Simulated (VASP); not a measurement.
**SnSe: relaxation of cell and atoms with LDA**

Crystal: SnSe.

```xyz
8
Lattice="11.4200 0.0000 0.0000 0.0000 4.1900 0.0000 0.0000 0.0000 4.4600" Properties=species:S:1:pos:R:3 pbc="T T T"
Sn   10.0153    3.1425    4.0541
Sn    7.1147    1.0475    1.8241
Sn    4.3053    3.1425    2.6359
Sn    1.4047    1.0475    0.4059
Se    7.3431    3.1425    4.3886
Se    9.7869    1.0475    2.1586
Se    1.6331    3.1425    2.3014
Se    4.0769    1.0475    0.0714
```

| Property | Result |
| --- | --- |
| Program | VASP 6.6.1 |
| Task | relaxation of cell and atoms |
| Functional | LDA |
| Potentials or basis | VASP PAW LDA potentials, release 64 (Sn_d, Se) |
| Cutoff | 600 eV |
| k mesh | 3 × 6 × 6 |
| Occupations | fermi-dirac, width 0.05 eV |
| Spin | no spin polarisation |
| Dipole correction | no |
| Further INCAR settings | ALGO = Normal; EDIFF = 1e-07; IBRION = 2; EDIFFG = -0.01; NSW = 60; ISIF = 3 |

```yaml
Relaxed_volume: 25.17 Å³/atom
Relaxed_cell: a = 11.333 Å, b = 4.129 Å, c = 4.304 Å, α = 90.00°, β = 90.00°, γ = 90.00°
Space_group_after_relaxing_to_0.1_Å: Pnma (No. 62)
Energy_gained_by_relaxing: 14.3 meV/atom
Ionic_steps: 15
Pressure_after_relaxing: 0.0 GPa
Largest_force_after_relaxing: 0.008 eV/Å
Band_gap_on_the_k_mesh: 0.38 eV (least direct gap 0.49 eV)
```

Forces in eV/Å, atoms in the order of the input:
```
Sn   0.005  0.000 -0.005
Sn  -0.005  0.000 -0.005
Sn   0.005  0.000  0.005
Sn  -0.005  0.000  0.005
Se   0.006  0.000 -0.004
Se  -0.006  0.000 -0.004
Se   0.006  0.000  0.004
Se  -0.006  0.000  0.004
```

Stress tensor (GPa, compression positive):
```
 0.01  0.00  0.00
 0.00 -0.05  0.00
 0.00  0.00  0.05
```

Step by step:
```csv
step,energy change (eV),largest force (eV/Å),pressure (GPa),volume (Å³)
1,0.0000,0.1953,-1.90,213.41
2,-0.0820,0.2586,0.49,203.74
3,-0.0832,0.2415,0.21,204.73
4,-0.0951,0.1351,-0.13,204.80
5,-0.0973,0.0935,-0.34,204.84
6,-0.1072,0.0649,-0.19,203.36
7,-0.1129,0.0296,0.12,200.73
8,-0.1131,0.0316,0.07,201.14
9,-0.1131,0.0311,0.08,201.06
10,-0.1135,0.0280,-0.03,201.40
11,-0.1135,0.0269,-0.09,201.58
12,-0.1138,0.0198,-0.06,201.50
13,-0.1141,0.0110,0.00,201.35
14,-0.1141,0.0115,0.03,201.29
15,-0.1142,0.0075,0.00,201.37
```

Final structure:
```
Sn Se
1.0
    11.33263    0.00000    0.00000
     0.00000    4.12873    0.00000
     0.00000    0.00000    4.30382
Sn Se
4 4
Direct
  0.88208 0.75000 0.91102
  0.61792 0.25000 0.41102
  0.38208 0.75000 0.58898
  0.11792 0.25000 0.08898
  0.64195 0.75000 0.97906
  0.85805 0.25000 0.47906
  0.14195 0.75000 0.52094
  0.35805 0.25000 0.02094
```

Levels at points of the mesh, in eV from the valence-band top:
```csv
k point,band 37,band 38,band 39,band 40,band 41,band 42,band 43,band 44
"(0.00, 0.00, 0.00)",-1.77,-1.41,-0.83,-0.68,0.38,2.93,3.00,3.03
"(0.00, 0.50, 0.00)",-1.10,-1.10,-0.66,-0.66,0.78,0.78,1.35,1.35
"(0.00, 0.00, 0.50)",-0.89,-0.89,-0.35,-0.35,1.10,1.10,1.24,1.24
"(0.00, 0.50, 0.50)",-2.52,-2.52,-1.68,-1.68,2.55,2.55,2.97,2.97
```

It took 110 min on 1 thread of Intel Xeon 8259CL, with other jobs on the host, peak memory 0.49 GiB.

Caveat: semilocal functionals underestimate gaps, and a narrow one can read as zero; spin-orbit coupling is left out, which moves the levels of the heavy elements. Zero-point motion and thermal expansion aren't in these numbers.
